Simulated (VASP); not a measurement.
# K2Ge (P4/mmm) in VASP: further runs

K2Ge is run at these levels: PBE; tasks: single point, relaxation of cell and atoms.

All numbers are computed with VASP 6.6.1; they aren't measurements. Logs are shortened: lines on timing, memory, paths and dates and some standing lists are left out, and cuts for length are marked.

### 1 The cell of the first run

It takes space group P4/mmm (No. 123, tetragonal). The conventional cell has a = 3.939 Å, b = 3.939 Å, c = 3.777 Å, α = 90.00°, β = 90.00°, γ = 90.00°. K (site symmetry 4/mmm) has 4 K at 2.79 Å and 8 Ge at 3.37 Å within 3.7 Å. K (site symmetry 4/mmm) has 2 Ge at 1.89 Å within 2.5 Å. Within 2.5 Å of Ge (site symmetry 4/mmm) lie 2 K at 1.89 Å.

### 2 Single point, PBE

File INCAR:

```
SYSTEM = K2Ge
PREC     = Accurate       ! precision mode
ENCUT    = 520            ! plane-wave cutoff, eV
EDIFF    = 1E-6           ! SCF threshold, eV
ISMEAR   = 0              ! smearing method
SIGMA    = 0.1            ! smearing width, eV
LREAL    = .False.        ! projectors in reciprocal space
LASPH    = .True.         ! aspherical terms in the spheres
NELM     = 100            ! most SCF steps
ALGO     = Fast           ! electronic algorithm
ISIF     = 2              ! what is computed and relaxed
LWAVE    = .False.        ! write WAVECAR
LCHARG   = .False.        ! write CHGCAR
GGA      = PE             ! functional
NBANDS   = 23             ! bands
```

File KPOINTS:

```
Automatic mesh
0
Gamma
  4 4 4
  0 0 0
```

File POSCAR:

```
K2Ge
1.0
    3.9386178200      0.0000000000      0.0000000000
    0.0000000000      3.9386178200      0.0000000000
    0.0000000000      0.0000000000      3.7774824600
K Ge
2 1
Direct
    0.5000000000      0.5000000000      0.5000000000
    0.0000000000      0.0000000000      0.5000000000
    0.0000000000      0.0000000000      0.0000000000
```

Potentials or basis: VASP PAW PBE potentials, release 64 (K_sv, Ge_d).

The run is started by

```
$ cat potpaw_PBE.64/K_sv/POTCAR potpaw_PBE.64/Ge_d/POTCAR > POTCAR
$ mpirun -np 1 vasp_std > vasp.out
```

OUTCAR:

```text
SYSTEM = K2Ge
   PREC = Accurate
   ENCUT = 520
   EDIFF = 1E-6
   ISMEAR = 0
   LREAL = .False.
   LASPH = .True.
   NELM = 100
   ISIF = 2
   GGA = PE

 ion  position               nearest neighbor table
   1  0.500  0.500  0.500-   2 2.79   2 2.79   2 2.79   2 2.79   3 3.37   3 3.37   3 3.37   3 3.37
                             3 3.37   3 3.37   3 3.37   3 3.37
   2  0.000  0.000  0.500-   3 1.89   3 1.89   1 2.79   1 2.79   1 2.79   1 2.79
   3  0.000  0.000  0.000-   2 1.89   2 1.89   1 3.37   1 3.37   1 3.37   1 3.37   1 3.37   1 3.37
                             1 3.37   1 3.37

  LATTYP: Found a simple tetragonal cell.
 ALAT       =     3.9386178200
 C/A-ratio  =     0.9590883484

  Lattice vectors:

 A1 = (   3.9386178200,   0.0000000000,   0.0000000000)
 A2 = (   0.0000000000,   3.9386178200,   0.0000000000)
 A3 = (   0.0000000000,   0.0000000000,   3.7774824600)

Analysis of symmetry for initial positions (statically):
=====================================================================
 Subroutine PRICEL returns:
 Original cell was already a primitive cell.

 Routine SETGRP: Setting up the symmetry group for a
 simple tetragonal supercell.

 Subroutine GETGRP returns: Found 16 space group operations
 (whereof 16 operations were pure point group operations)
 out of a pool of 16 trial point group operations.

The static configuration has the point symmetry D_4h.

Analysis of symmetry for dynamics (positions and initial velocities):
=====================================================================
 Subroutine PRICEL returns:
 Original cell was already a primitive cell.

 Routine SETGRP: Setting up the symmetry group for a
 simple tetragonal supercell.

 Subroutine GETGRP returns: Found 16 space group operations
 (whereof 16 operations were pure point group operations)
 out of a pool of 16 trial point group operations.

The dynamic configuration has the point symmetry D_4h.

 Subroutine INISYM returns: Found 16 space group operations
 (whereof 16 operations are pure point group operations),
 and found     1 'primitive' translations

----------------------------------------------------------------------------------------

                                     Primitive cell

  volume of cell :      58.5990

  direct lattice vectors                    reciprocal lattice vectors
     3.938617820  0.000000000  0.000000000     0.253896175  0.000000000  0.000000000
     0.000000000  3.938617820  0.000000000     0.000000000  0.253896175  0.000000000
     0.000000000  0.000000000  3.777482460     0.000000000  0.000000000  0.264726577

  length of vectors
     3.938617820  3.938617820  3.777482460     0.253896175  0.253896175  0.264726577

  position of ions in fractional coordinates (direct lattice)
     0.500000000  0.500000000  0.500000000
     0.000000000  0.000000000  0.500000000
     0.000000000  0.000000000  0.000000000

  ion indices of the primitive-cell ions
   primitive index   ion index
                 1           1
                 2           2
                 3           3

----------------------------------------------------------------------------------------

 KPOINTS: Automatic mesh

Automatic generation of k-mesh.
 Grid dimensions read from file:
 generate k-points for:    4    4    4

 Generating k-lattice:

  Cartesian coordinates                     Fractional coordinates (reciprocal lattice)
     0.063474044  0.000000000  0.000000000     0.250000000  0.000000000  0.000000000
     0.000000000  0.063474044  0.000000000     0.000000000  0.250000000  0.000000000
     0.000000000  0.000000000  0.066181644     0.000000000  0.000000000  0.250000000

  Length of vectors
     0.063474044  0.063474044  0.066181644

  Shift w.r.t. Gamma in fractional coordinates (k-lattice)
     0.000000000  0.000000000  0.000000000

 Subroutine IBZKPT returns following result:
 ===========================================

 Found     18 irreducible k-points:

 Following reciprocal coordinates:
            Coordinates               Weight
  0.000000  0.000000  0.000000      1.000000
  0.250000  0.000000  0.000000      4.000000
  0.500000  0.000000  0.000000      2.000000
  0.250000  0.250000  0.000000      4.000000
  0.500000  0.250000  0.000000      4.000000
  0.500000  0.500000  0.000000      1.000000
[... 10 lines left out ...]
  0.500000  0.250000  0.500000      4.000000
  0.500000  0.500000  0.500000      1.000000
   k-points           NKPTS =     18   k-points in BZ     NKDIM =     18   number of bands    NBANDS=     23
   number of dos      NEDOS =    301   number of ions     NIONS =      3
   total plane-waves  NPLWV =  25200
   dimension x,y,z NGX =    30 NGY =   30 NGZ =   28
   dimension x,y,z NGXF=    60 NGYF=   60 NGZF=   56
   ions per type =               2   1
   NGX,Y,Z   is equivalent  to a cutoff of  12.66, 12.66, 12.32 a.u.
   NGXF,Y,Z  is equivalent  to a cutoff of  25.33, 25.33, 24.65 a.u.
 SYSTEM =  K2Ge
   PREC   = accura    normal or accurate (medium, high low for compatibility)
   ISTART =      0    job   : 0-new  1-cont  2-samecut
   ICHARG =      2    charge: 1-file 2-atom 10-const
   ISPIN  =      1    spin polarized calculation?
   LNONCOLLINEAR =      F non collinear calculations
   LSORBIT =      F    spin-orbit coupling
   LASPH  =      T    aspherical Exc in radial PAW
   ENCUT  =  520.0 eV  38.22 Ry    6.18 a.u.   7.32  7.32  7.02*2*pi/ulx,y,z
   NELM   =    100;   NELMIN=  2; NELMDL= -5     # of ELM steps
   EDIFF  = 0.1E-05   stopping-criterion for ELM
   LREAL  =      F    real-space projection
   EDIFFG = 0.1E-04   stopping-criterion for IOM
   NSW    =      0    number of steps for IOM
   IBRION =     -1    ionic relax: 0-MD 1-quasi-New 2-CG
   NFREE  =      0    steps in history (QN), initial steepest desc. (CG)
   ISIF   =      2    stress and relaxation
   ISYM   =      2    0-nonsym 1-usesym 2-fastsym
   POTIM  = 0.5000    time-step for ionic-motion
   TEBEG  =    0.0;   TEEND  =   0.0 temperature during run
   PSTRESS=    0.0 pullay stress
   NELECT =      32.0000    total number of electrons
   NUPDOWN=      -1.0000    fix difference up-down
   EMIN   =  10.00;   EMAX   =-10.00  energy-range for DOS
   EFERMI =   0.00;   METHOD = LEGACY
   ISMEAR =     0;   SIGMA  =   0.10  broadening in eV -4-tet -1-fermi 0-gaus
   EFERMI_NEDOS =   21; number of points for ismear=-14 and -15
   IALGO  =     68    algorithm
   IMIX   =      4    mixing-type and parameters
     AMIX     =   0.40;   BMIX     =  1.00
     AMIX_MAG =   1.60;   BMIX_MAG =  1.00
  volume/ion in A,a.u.               =      19.53       131.82
  Fermi-wavevector in a.u.,A,eV,Ry     =   1.338119  2.528678 24.362086  1.790563
  Thomas-Fermi vector in A             =   2.466615
   LORBIT       =      0    0 simple, 1 ext, 2 COOP (PROOUT), +10 PAW based schemes
   GGA     = PE    functional components
   LHFCALC =     F    Hartree Fock is set to
   AEXX    =    0.0000 exact exchange contribution
   IVDW    =     0    specifies the selected vdW correction
   LEPSILON=     F    determine dielectric tensor
   LRPA    =     F    only Hartree local field effects (RPA)
 non-spin polarized calculation
 RMM-DIIS sequential band-by-band and
 Gauss-broadening in eV      SIGMA  =   0.10
  energy-cutoff  :      520.00
  volume of cell :       58.60
 maximum number of plane-waves:      1598
 NGX is ok and might be reduce to    30
   NGX = 15   NGY = 15   NGZ = 15

 number of electron      32.0000002 magnetization

 Free energy of the ion-electron system (eV)
  ---------------------------------------------------
  ext. energy  EPLUGINS =         0.00000000
  ---------------------------------------------------
  free energy    TOTEN  =         5.79625337 eV

  energy without entropy =        5.79800459  energy(sigma->0) =        5.79712898

 E-fermi :   5.1792     XC(G=0): -10.1649

 val. band max:        5.0728871152   @ k =   0.0000   0.0000   0.2500
 cond. band min:       5.2979322912   @ k =   0.2500   0.0000   0.0000
 fundamental gap:      0.2250451759
 Fermi energy:         5.1792021057

 k-point     1 :       0.0000    0.0000    0.0000
  band No.  band energies     occupation
      1     -28.9397      2.00000
      2     -27.0921      2.00000
      3     -20.1771      2.00000
      4     -20.1771      2.00000
      5     -20.0229      2.00000
      6     -19.5485      2.00000
[... 15 lines left out ...]
     22       8.6628      0.00000
     23      11.4238      0.00000

 k-point     2 :       0.2500    0.0000    0.0000
  band No.  band energies     occupation
      1     -28.8910      2.00000
      2     -27.1455      2.00000
      3     -20.1783      2.00000
      4     -20.1770      2.00000
      5     -20.0246      2.00000
      6     -19.5495      2.00000
[... 15 lines left out ...]
     22       9.9061      0.00000
     23      10.1526      0.00000

 k-point     3 :       0.5000    0.0000    0.0000
  band No.  band energies     occupation
      1     -28.8391      2.00000
      2     -27.2023      2.00000
      3     -20.1795      2.00000
      4     -20.1769      2.00000
      5     -20.0263      2.00000
      6     -19.5506      2.00000
[... 15 lines left out ...]
     22       9.8053      0.00000
     23      11.0152      0.00000

 k-point     4 :       0.2500    0.2500    0.0000
  band No.  band energies     occupation
      1     -28.8606      2.00000
      2     -27.1669      2.00000
      3     -20.1782      2.00000
      4     -20.1781      2.00000
      5     -20.0233      2.00000
      6     -19.5502      2.00000
[... 15 lines left out ...]
     22      10.1989      0.00000
     23      10.6024      0.00000

 k-point     5 :       0.5000    0.2500    0.0000
  band No.  band energies     occupation
      1     -28.8291      2.00000
      2     -27.1893      2.00000
      3     -20.1793      2.00000
      4     -20.1780      2.00000
      5     -20.0222      2.00000
      6     -19.5509      2.00000
[... 278 lines left out ...]
 k-point    16 :       0.2500    0.2500    0.5000
  band No.  band energies     occupation
      1     -28.4790      2.00000
      2     -27.1364      2.00000
      3     -21.3162      2.00000
      4     -20.2437      2.00000
      5     -20.2405      2.00000
      6     -19.5495      2.00000
[... 15 lines left out ...]
     22      11.5245      0.00000
     23      11.7080      0.00000

 k-point    17 :       0.5000    0.2500    0.5000
  band No.  band energies     occupation
      1     -28.4382      2.00000
      2     -27.1688      2.00000
      3     -21.3159      2.00000
      4     -20.2439      2.00000
      5     -20.2430      2.00000
      6     -19.5506      2.00000
[... 15 lines left out ...]
     22       9.8202      0.00000
     23      11.0193      0.00000

 k-point    18 :       0.5000    0.5000    0.5000
  band No.  band energies     occupation
      1     -28.4277      2.00000
      2     -27.1559      2.00000
      3     -21.3155      2.00000
      4     -20.2465      2.00000
      5     -20.2465      2.00000
      6     -19.5518      2.00000
[... 15 lines left out ...]
     22      10.7880      0.00000
     23      11.5170      0.00000

------------------------ aborting loop because EDIFF is reached ----------------------------------------

  FORCE on cell =-STRESS in cart. coord.  units (eV):
  Direction    XX          YY          ZZ          XY          YZ          ZX
  --------------------------------------------------------------------------------------
  -------------------------------------------------------------------------------------
  Total        7.3642219      7.3642219     51.1780195      0.0000000      0.0000000      0.0000000
  in kB      201.3479948    201.3479948   1399.2777183      0.0000000      0.0000000      0.0000000
  external PRESSURE =     600.6579026 kB  Pullay stress =       0.0000000 kB

 VOLUME and BASIS-vectors are now :
 -----------------------------------------------------------------------------
  energy-cutoff  :      520.00
  volume of cell :       58.60
      direct lattice vectors                 reciprocal lattice vectors
     3.938617820  0.000000000  0.000000000     0.253896175  0.000000000  0.000000000
     0.000000000  3.938617820  0.000000000     0.000000000  0.253896175  0.000000000
     0.000000000  0.000000000  3.777482460     0.000000000  0.000000000  0.264726577

 POSITION                                       TOTAL-FORCE (eV/Angst)
 -----------------------------------------------------------------------------------
      1.96931      1.96931      1.88874         0.000000      0.000000      0.000000
      0.00000      0.00000      1.88874         0.000000      0.000000      0.000000
      0.00000      0.00000      0.00000         0.000000      0.000000      0.000000
 -----------------------------------------------------------------------------------
    total drift:                                0.000000      0.000000     -0.000000

  FREE ENERGIE OF THE ION-ELECTRON SYSTEM (eV)
  ---------------------------------------------------
  free  energy   TOTEN  =         5.7962533653 eV

  energy  without entropy=        5.7980045866  energy(sigma->0) =        5.79712898
```

It took 2.1 min on 1 thread of Intel Xeon Platinum 8488C (Sapphire Rapids), shared host; peak memory 0.17 GiB.

What came out:

```
Free energy            : 5.7963 eV
Pressure               : 60.1 GPa
Band gap on the k mesh : zero (band 16 reaches 6.53 eV, above the bottom of band 17 at 4.59 eV)
```

Caveat: the k points lie up to 0.42 Å⁻¹ apart.

(Continued in part 2 of 2.)
